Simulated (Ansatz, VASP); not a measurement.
# Two plane-wave programs on AlSi23HO48

```
Si O Al H
1.0
     9.83160    0.00000    0.00000
    -4.91580    8.51441    0.00000
     0.00000    0.00000   10.81820
Si O Al H
23 48 1 1
Cartesian
  2.6616 0.0013 1.7334
  -1.3158 2.3319 3.6485
  1.0757 1.9814 0.0114
  -2.2801 8.4833 7.1571
  8.4804 2.2949 9.0565
  1.1840 1.9078 5.3723
  0.1708 4.2744 1.8270
  -3.7419 6.5595 3.6051
  -1.3104 6.1991 10.7670
  6.0491 6.5226 8.9967
  -1.2784 6.2627 5.3795
  7.5117 0.0850 1.7936
  3.6107 2.2395 3.5506
  5.9936 2.0005 10.8002
  7.5557 0.0243 7.2006
  3.4920 2.2910 8.9783
  6.0371 1.9890 5.4152
  5.0909 4.2734 1.8303
  1.1251 6.5805 3.5786
  3.6584 6.3403 0.0698
  4.9862 4.2626 7.1848
  1.2159 6.5575 9.0878
  3.6056 6.3014 5.3580
  -0.3316 1.7153 4.7858
  1.0970 3.0956 1.1999
  -0.7531 3.7300 3.0467
  1.6747 0.5856 0.5796
  2.1104 2.4131 4.1232
  3.6301 1.1616 2.3280
  -0.4247 1.7109 10.2782
  1.2587 2.9470 6.5864
  -0.8094 3.6913 8.5166
  1.7090 0.4581 5.9140
  2.0145 2.5218 9.6050
  3.5218 1.1729 7.8051
  -2.8044 6.0760 4.8337
  -1.3005 7.3835 1.0621
  -3.1811 7.9209 2.9274
  -0.7949 4.8318 0.6387
  -0.3697 6.8422 4.1446
  1.1307 5.4552 2.3976
  -2.8023 5.9803 10.1767
  -1.2576 7.3575 6.5995
  -3.2283 7.8951 8.3469
  -0.7038 4.8848 5.9217
  -0.3286 6.6307 9.5224
  1.4244 5.2848 7.9719
  4.5908 1.7116 4.7394
  5.9985 3.0990 1.1810
  4.1239 3.6774 2.9916
  6.5261 0.5866 0.5903
  7.0505 2.6018 4.3016
  8.4016 1.2894 2.4026
  4.5026 1.8350 10.1683
  5.8949 3.0387 6.6542
  3.8941 3.7513 8.3183
  6.6075 0.5916 6.0106
  6.9598 2.4920 9.6022
  8.4783 1.1712 7.8600
  2.1061 6.0823 4.7823
  3.6300 7.4804 1.2177
  1.6727 7.9824 2.9749
  4.1639 4.9234 0.6594
  4.5850 6.8234 4.1720
  6.0692 5.4003 2.4593
  2.1453 6.1124 10.3250
  3.5895 7.3691 6.5916
  1.6630 7.9163 8.3604
  4.1180 4.8784 5.9586
  4.5827 6.8148 9.6384
  5.9452 5.3786 7.8495
  0.1692 4.1347 7.1783
  2.1927 4.8303 8.0869
```

Alike in both runs: task single point; functional PBE; dispersion D3(BJ); k mesh 1 × 1 × 1; occupations gaussian, width 0.02 eV; no spin polarisation.

```csv
,VASP,Ansatz
version,VASP 6.6.1,Ansatz 0.2.0
potentials or method,"VASP PAW PBE potentials, release 64 (Si, O, Al, H)","scalar-relativistic, plane waves, PAW"
plane-wave cutoff (eV),520,420
valence electrons in the cell,384,384
```

```csv
,VASP,Ansatz,Ansatz less VASP
gap on the k mesh at the Fermi level (eV),5.41,5.42,+0.003
least direct gap on the mesh (eV),5.41,5.42,+0.003
```
